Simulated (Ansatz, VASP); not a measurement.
As: VASP beside Ansatz

```
CELL_PARAMETERS angstrom
0.00000 6.18497 0.00000
-5.35634 -3.09249 0.00000
0.00000 0.00000 22.28684
ATOMIC_POSITIONS crystal
As 0.61905 0.52381 0.59560
As 0.28571 0.85714 0.59488
As 0.95238 0.19048 0.60181
As 0.29115 0.18805 0.66173
As 0.95481 0.53167 0.66173
As 0.61118 0.85170 0.66173
```

Alike in both runs: task single point; functional PBE; dispersion D3(BJ); k mesh 6 × 6 × 1; occupations gaussian, width 0.04 eV; no spin polarisation.

|  | VASP | Ansatz |
| --- | --- | --- |
| version | VASP 6.6.1 | Ansatz 0.2.0 |
| potentials or method | VASP PAW PBE potentials, release 64 (As), cutoff 400 eV | scalar-relativistic, plane waves, PAW |
| valence electrons in the cell | 30 | 90 |

```tsv
	VASP	Ansatz	Ansatz less VASP
gap on the k mesh at the Fermi level (eV)	1.39	1.38	-0.004
least direct gap on the mesh (eV)	1.65	1.63	-0.016
rms of the force components (eV/Å)	0.253	0.291	+0.0378
```

Atom by atom the forces differ by 0.045 eV/Å (rms over components). VASP's potentials hold 30 valence electrons a cell and Ansatz's 90, so a difference there can come from the potentials and not from the codes.
